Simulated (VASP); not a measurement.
# TaN in VASP: a series of runs, part 4 of 4

VASP 6.6.1. Earlier steps stand in the parts before.

### Step 6. Electric field gradients, PBE (volume scaled by 0.98)

The input, INCAR:

```
PREC = Accurate ; ENCUT = 520
EDIFF = 1E-8 ; ISMEAR = -1
SIGMA = 0.01 ; LREAL = F
LASPH = T ; NELM = 60
ALGO = Normal ; ISIF = 2
LWAVE = F ; LCHARG = F
GGA = PE ; LEFG = T
NBANDS = 24
```

The input, KPOINTS:

```
Automatic mesh
0
Gamma
  9 9 5
```

The input, POSCAR:

```
TaN
1.0
    3.0295306677      0.0000000000      0.0000000000
   -1.5147653339      2.6236505199      0.0000000000
    0.0000000000      0.0000000000      4.9068446386
Ta N
2 2
Direct
    0.3333333333      0.6666666667      0.0000000000
    0.6666666667      0.3333333333      0.5000000000
    0.3333333333      0.6666666667      0.3850000000
    0.6666666667      0.3333333333      0.8850000000
```

Potentials or basis: VASP PAW PBE potentials, release 64 (Ta_pv, N).

Launch:

```bash
cat potpaw_PBE.64/Ta_pv/POTCAR potpaw_PBE.64/N/POTCAR > POTCAR
mpirun -np 1 vasp_std > vasp.out
```

OUTCAR:

```text
PREC = Accurate
   ENCUT = 520
   EDIFF = 1E-8
   ISMEAR = -1
   LREAL = F
   LASPH = T
   NELM = 60
   ISIF = 2
   GGA = PE

 ion  position               nearest neighbor table
   1  0.333  0.667  0.000-   4 1.84   4 1.84   4 1.84   3 1.89   2 3.01   2 3.01   2 3.01   2 3.01
                             2 3.01   2 3.01
   2  0.667  0.333  0.500-   3 1.84   3 1.84   3 1.84   4 1.89   1 3.01   1 3.01   1 3.01   1 3.01
                             1 3.01   1 3.01
   3  0.333  0.667  0.385-   2 1.84   2 1.84   2 1.84   1 1.89
   4  0.667  0.333  0.885-   1 1.84   1 1.84   1 1.84   2 1.89

  LATTYP: Found a hexagonal cell.
 ALAT       =     3.0295306677
 C/A-ratio  =     1.6196715521

  Lattice vectors:

 A1 = (   3.0295306677,   0.0000000000,   0.0000000000)
 A2 = (  -1.5147653339,   2.6236505199,   0.0000000000)
 A3 = (   0.0000000000,   0.0000000000,   4.9068446386)

Analysis of symmetry for initial positions (statically):
=====================================================================
 Subroutine PRICEL returns:
 Original cell was already a primitive cell.

 Routine SETGRP: Setting up the symmetry group for a
 hexagonal supercell.

 Subroutine GETGRP returns: Found 12 space group operations
 (whereof  6 operations were pure point group operations)
 out of a pool of 24 trial point group operations.

The static configuration has the point symmetry C_3v.
 The point group associated with its full space group is C_6v.

Analysis of symmetry for dynamics (positions and initial velocities):
=====================================================================
 Subroutine PRICEL returns:
 Original cell was already a primitive cell.

 Routine SETGRP: Setting up the symmetry group for a
 hexagonal supercell.

 Subroutine GETGRP returns: Found 12 space group operations
 (whereof  6 operations were pure point group operations)
 out of a pool of 24 trial point group operations.

The dynamic configuration has the point symmetry C_3v.
 The point group associated with its full space group is C_6v.

 Subroutine INISYM returns: Found 12 space group operations
 (whereof  6 operations are pure point group operations),
 and found     1 'primitive' translations

----------------------------------------------------------------------------------------

                                     Primitive cell

  volume of cell :      39.0017

  direct lattice vectors                    reciprocal lattice vectors
     3.029530668  0.000000000  0.000000000     0.330084132  0.190574162  0.000000000
    -1.514765334  2.623650520  0.000000000     0.000000000  0.381148325  0.000000000
     0.000000000  0.000000000  4.906844639     0.000000000  0.000000000  0.203796956

  length of vectors
     3.029530668  3.029530668  4.906844639     0.381148325  0.381148325  0.203796956

  position of ions in fractional coordinates (direct lattice)
     0.333333333  0.666666667  0.000000000
     0.666666667  0.333333333  0.500000000
     0.333333333  0.666666667  0.385000000
     0.666666667  0.333333333  0.885000000

[... 93 lines left out ...]
   ISMEAR =    -1;   SIGMA  =   0.01  broadening in eV -4-tet -1-fermi 0-gaus
   EFERMI_NEDOS =   21; number of points for ismear=-14 and -15
   IALGO  =     38    algorithm
   IMIX   =      4    mixing-type and parameters
     AMIX     =   0.40;   BMIX     =  1.00
     AMIX_MAG =   1.60;   BMIX_MAG =  1.00
  volume/ion in A,a.u.               =       9.75        65.80
  Fermi-wavevector in a.u.,A,eV,Ry     =   1.532605  2.896204 31.958432  2.348878
  Thomas-Fermi vector in A             =   2.639788
   LORBIT       =      0    0 simple, 1 ext, 2 COOP (PROOUT), +10 PAW based schemes
   GGA     = PE    functional components
   LHFCALC =     F    Hartree Fock is set to
   AEXX    =    0.0000 exact exchange contribution
   IVDW    =     0    specifies the selected vdW correction
   LEPSILON=     F    determine dielectric tensor
   LRPA    =     F    only Hartree local field effects (RPA)
 non-spin polarized calculation
  energy-cutoff  :      520.00
  volume of cell :       39.00
 maximum number of plane-waves:      1087
 NGX is ok and might be reduce to    24
   NGX = 11   NGY = 11   NGZ = 19

 number of electron      32.0000002 magnetization

 Free energy of the ion-electron system (eV)
  ---------------------------------------------------
  ext. energy  EPLUGINS =         0.00000000
  ---------------------------------------------------
  free energy    TOTEN  =       -36.92237690 eV

  energy without entropy =      -36.92126794  energy(sigma->0) =      -36.92182242

 E-fermi :  10.0352     XC(G=0): -13.6574

 val. band max:       10.0119203968   @ k =   0.2222   0.0000   0.0000
 cond. band min:      10.0395764206   @ k =   0.1111   0.1111   0.4000
 fundamental gap:      0.0276560238
 Fermi energy:        10.0352478060

 k-point     1 :       0.0000    0.0000    0.0000
  band No.  band energies     occupation
      1     -26.1595      2.00000
      2     -24.9791      2.00000
      3     -24.9791      2.00000
      4     -24.7739      2.00000
      5     -24.7739      2.00000
      6     -24.7045      2.00000
[... 637 lines left out ...]
     23      17.8705      0.00000
     24      17.8705      0.00000

 [... further k-points ...]

------------------------ aborting loop because EDIFF is reached ----------------------------------------

  FORCE on cell =-STRESS in cart. coord.  units (eV):
  Direction    XX          YY          ZZ          XY          YZ          ZX
  --------------------------------------------------------------------------------------
  -------------------------------------------------------------------------------------
  Total       40.1814258     40.1814258     33.4723456     -0.0000000      0.0000000     -0.0000000
  in kB     1650.6396748   1650.6396749   1375.0328831     -0.0000000      0.0000000     -0.0000000
  external PRESSURE =    1558.7707443 kB  Pullay stress =       0.0000000 kB

 VOLUME and BASIS-vectors are now :
 -----------------------------------------------------------------------------
  energy-cutoff  :      520.00
  volume of cell :       39.00
      direct lattice vectors                 reciprocal lattice vectors
     3.029530668  0.000000000  0.000000000     0.330084132  0.190574162  0.000000000
    -1.514765334  2.623650520  0.000000000     0.000000000  0.381148325  0.000000000
     0.000000000  0.000000000  4.906844639     0.000000000  0.000000000  0.203796956

 POSITION                                       TOTAL-FORCE (eV/Angst)
 -----------------------------------------------------------------------------------
     -0.00000      1.74910      0.00000         0.000000     -0.000000      2.419707
      1.51477      0.87455      2.45342        -0.000000      0.000000      2.419707
     -0.00000      1.74910      1.88914         0.000000     -0.000000     -2.419707
      1.51477      0.87455      4.34256        -0.000000      0.000000     -2.419707
 -----------------------------------------------------------------------------------
    total drift:                               -0.000000      0.000000      0.000296

  FREE ENERGIE OF THE ION-ELECTRON SYSTEM (eV)
  ---------------------------------------------------
  free  energy   TOTEN  =       -36.9223769014 eV

  energy  without entropy=      -36.9212679396  energy(sigma->0) =      -36.92182242

 Electric field gradients (V/A^2)
---------------------------------------------------------------------
 ion       V_xx      V_yy      V_zz      V_xy      V_xz      V_yz
---------------------------------------------------------------------
   1     -62.829   -62.830   125.659    -0.000    -0.000     0.000
   2     -62.829   -62.830   125.659    -0.000     0.000    -0.000
   3      -5.508    -5.507    11.014     0.001     0.000    -0.000
   4      -5.508    -5.507    11.014     0.001    -0.000     0.000
---------------------------------------------------------------------

 Electric field gradients after diagonalization (V/A^2)
 (convention: |V_zz| > |V_xx| > |V_yy|)
----------------------------------------------------------------------
 ion       V_xx      V_yy      V_zz     asymmetry (V_yy - V_xx)/ V_zz
----------------------------------------------------------------------
   1     -62.830   -62.829   125.659       0.000
   2     -62.830   -62.829   125.659       0.000
   3      -5.508    -5.506    11.014       0.000
   4      -5.508    -5.506    11.014       0.000
----------------------------------------------------------------------

           NMR quadrupolar parameters

 Cq : quadrupolar parameter    Cq=e*Q*V_zz/h
 eta: asymmetry parameters     (V_yy - V_xx)/ V_zz
 Q  : nuclear electric quadrupole moment in mb (millibarn)
----------------------------------------------------------------------
 ion       Cq(MHz)       eta       Q (mb)
----------------------------------------------------------------------
   1       0.304       0.000       1.000
   2       0.304       0.000       1.000
   3       0.027       0.000       1.000
   4       0.027       0.000       1.000
----------------------------------------------------------------------
```

OSZICAR:

```text
N       E                     dE             d eps       ncg     rms          rms(c)
DAV:   1     0.290107896635E+03    0.29011E+03   -0.17876E+04  1728   0.145E+03
DAV:   2    -0.299498665491E+02   -0.32006E+03   -0.30481E+03  2016   0.428E+02
DAV:   3    -0.441020925925E+02   -0.14152E+02   -0.13955E+02  2184   0.893E+01
DAV:   4    -0.442311923532E+02   -0.12910E+00   -0.12903E+00  1888   0.907E+00
DAV:   5    -0.442324568417E+02   -0.12645E-02   -0.12644E-02  2216   0.787E-01    0.623E+01
DAV:   6    -0.370181321784E+02    0.72143E+01   -0.23455E+01  2040   0.385E+01    0.265E+01
DAV:   7    -0.369600112901E+02    0.58121E-01   -0.94828E-01  1808   0.777E+00    0.138E+01
DAV:   8    -0.369263250944E+02    0.33686E-01   -0.45390E-02  2136   0.153E+00    0.160E+00
DAV:   9    -0.369223218159E+02    0.40033E-02   -0.10751E-02  2064   0.793E-01    0.128E-01
DAV:  10    -0.369223810036E+02   -0.59188E-04   -0.53198E-04  2088   0.187E-01    0.267E-02
DAV:  11    -0.369223772732E+02    0.37304E-05   -0.12323E-05  2040   0.294E-02    0.118E-02
DAV:  12    -0.369223771541E+02    0.11918E-06   -0.22629E-06  2112   0.130E-02    0.392E-03
DAV:  13    -0.369223769006E+02    0.25346E-06   -0.25861E-07  1952   0.428E-03    0.187E-03
DAV:  14    -0.369223769014E+02   -0.75943E-09   -0.12676E-08  1240   0.105E-03
   1 F= -.36922377E+02 E0= -.36921822E+02  d E =-.110896E-02
```

Wall time 52 s (1 thread of Intel Xeon 8259CL, shared host); peak memory 0.17 GiB.

Results:

- Free energy: -36.9224 eV
- Pressure: 155.9 GPa
- Largest force: 2.420 eV/Å
- Band gap on the k mesh: zero (band 16 reaches 10.59 eV, above the bottom of band 17 at 8.32 eV)

Forces in eV/Å, atoms in the order of the input:
```
Ta   0.000  0.000  2.420
Ta   0.000  0.000  2.420
N    0.000  0.000 -2.420
N    0.000  0.000 -2.420
```

Stress tensor (GPa, compression positive):
```
165.06   0.00   0.00
  0.00 165.06   0.00
  0.00   0.00 137.50
```

Electric field gradients, principal values (V/Å²):
| atom | least | middle | greatest (by size) |
| --- | --- | --- | --- |
| 1 Ta | -62.829 | -62.830 | 125.659 |
| 2 Ta | -62.829 | -62.830 | 125.659 |
| 3 N | -5.506 | -5.508 | 11.014 |
| 4 N | -5.506 | -5.508 | 11.014 |

Caveat: without QUAD_EFG the Cq values of the log hold for a quadrupole moment of 1 mb, not for the nuclei; spin-orbit coupling is left out, which moves the levels of the heavy elements; forces of over 1 eV/Å act on the atoms, so gaps and moduli don't describe the material at rest.

### Step 7. Overview

| cell | gap on the mesh (eV) | pressure (GPa) | largest force (eV/Å) |
| --- | --- | --- | --- |
| a = 3.050, b = 3.050, c = 4.940 Å, angles 90.0, 90.0, 120.0°, 4 atoms | none | 140.4 | 2.36 |
| a = 3.050, b = 3.063, c = 4.940 Å, angles 90.2, 90.6, 120.4°, 4 atoms | none | 140.4 | 2.45 |
| a = 3.050, b = 3.050, c = 4.841 Å, angles 90.0, 90.0, 120.0°, 4 atoms | none | 154.8 | 1.20 |
| a = 2.988, b = 2.988, c = 4.839 Å, angles 90.0, 90.0, 120.0°, 4 atoms | none | 191.1 | 2.51 |
| a = 3.030, b = 3.030, c = 4.907 Å, angles 90.0, 90.0, 120.0°, 4 atoms | none | 155.9 | 2.42 |

Alike in all rows: task electric field gradients; level PBE; potentials or basis VASP PAW PBE potentials, release 64 (Ta_pv, N); no spin polarisation; k mesh 9 × 9 × 5; cutoff (eV) 520; smearing fermi-dirac 0.01 eV.

Caveats: spin-orbit coupling is left out, which moves the levels of the heavy elements; forces of over 1 eV/Å act on the atoms, so gaps and moduli don't describe the material at rest.

Total energies depend on the potentials used, so only differences within one code and one set of settings carry meaning.
